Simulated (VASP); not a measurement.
Here is a VASP 6.6.1 calculation.

INCAR

```
SYSTEM = Sn2Pt
ALGO = Normal
EDIFF = 1E-6
ENCUT = 520
ISIF = 2
ISMEAR = -1
LASPH = .TRUE.
LCHARG = .TRUE.
LELF = .TRUE.
LREAL = .FALSE.
LVHAR = .TRUE.
LWAVE = .FALSE.
NBANDS = 26
NELM = 60
PREC = Accurate
SIGMA = 0.01
```

The input KPOINTS:

```
k-points
0
G
  8 8 8
  0 0 0
```

File POSCAR:

```
Sn2Pt
1.0
    0.0000000000      3.2755061920      3.2755061920
    3.2755061920      0.0000000000      3.2755061920
    3.2755061920      3.2755061920      0.0000000000
Sn Pt
2 1
Direct
    0.2500000000      0.2500000000      0.2500000000
    0.7500000000      0.7500000000      0.7500000000
    0.0000000000      0.0000000000      0.0000000000
```

Potentials or basis: VASP PAW LDA potentials, release 64 (Sn_d, Pt).

Run with:

```console
$ cat potpaw_LDA.64/Sn_d/POTCAR potpaw_LDA.64/Pt/POTCAR > POTCAR
$ mpirun -np 1 vasp_std > vasp.out
```

(1) Predict the band gap on the k mesh.

(2) Predict the pressure.

Results:

(1) zero (bands 19 and 20 overlap by 3.24 eV).

(2) -6.6 GPa.

Caveat: the cell stands under tension; spin-orbit coupling is left out, which moves the levels of the heavy elements.
